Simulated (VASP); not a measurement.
Input of a VASP 6.6.1 run:

File INCAR:

```
  ALGO = Fast
  EDIFF = 1E-7
  ENCUT = 520
  GGA = PS
  ISIF = 2
  ISMEAR = -1
  LASPH = T
  LCHARG = F
  LREAL = F
  LWAVE = F
  NBANDS = 60
  NELM = 100
  PREC = Accurate
  SIGMA = 0.1
```

KPOINTS

```
k-points
0
Gamma
  3 2 3
```

Contents of POSCAR:

```
CuRe12
1.0
    5.5200000000      0.0000000000      0.0000000000
   -4.1400000000      7.1706900000      0.0000000000
    0.0000000000      0.0000000000      4.4574000000
Re Cu
12 1
Direct
   -0.0202909838     -0.0095667223     -0.0463723247
    0.1561265806      0.2208016244      0.5189572396
    0.0217249050      0.3409713710      0.0118230359
    0.1842735899      0.5454565739      0.4907120743
   -0.0851709964      0.6058831159      0.0475164894
    0.1545242170      0.9104284246      0.4035536411
    0.5888262175      0.0519615267      0.0235114641
    0.6735328791      0.2314979451      0.5346838964
    0.4817988268      0.3260216241      0.0273477812
    0.6566176534      0.5457075958      0.5196751469
    0.5012688248      0.6591555345     -0.0027145870
    0.6969375741      0.8873901954      0.4757481940
    0.2906075040      0.8184428556      0.7535783192
```

Potentials or basis: VASP PAW PBE potentials, release 64 (Re, Cu).

The run is started by

```console
$ cat potpaw_PBE.64/Re/POTCAR potpaw_PBE.64/Cu/POTCAR > POTCAR
$ mpirun -np 1 vasp_std > vasp.out
```

Question: Estimate the band gap on the k mesh.

Answer: Zero (an odd number of electrons rules out a gap without spin polarisation).

Question: What does it give for the largest force?

Answer: 4.518 eV/Å.

Stress tensor (GPa, compression positive):
```
39.41  2.85  5.49
 2.85 38.87 -1.69
 5.49 -1.69 37.85
```

Caveat: the k points lie up to 0.47 Å⁻¹ apart, too coarse for converged energies and pressures of a metal; the PAW data sets were made with another functional, which shifts forces and pressure a little; spin-orbit coupling is left out, which moves the levels of the heavy elements.
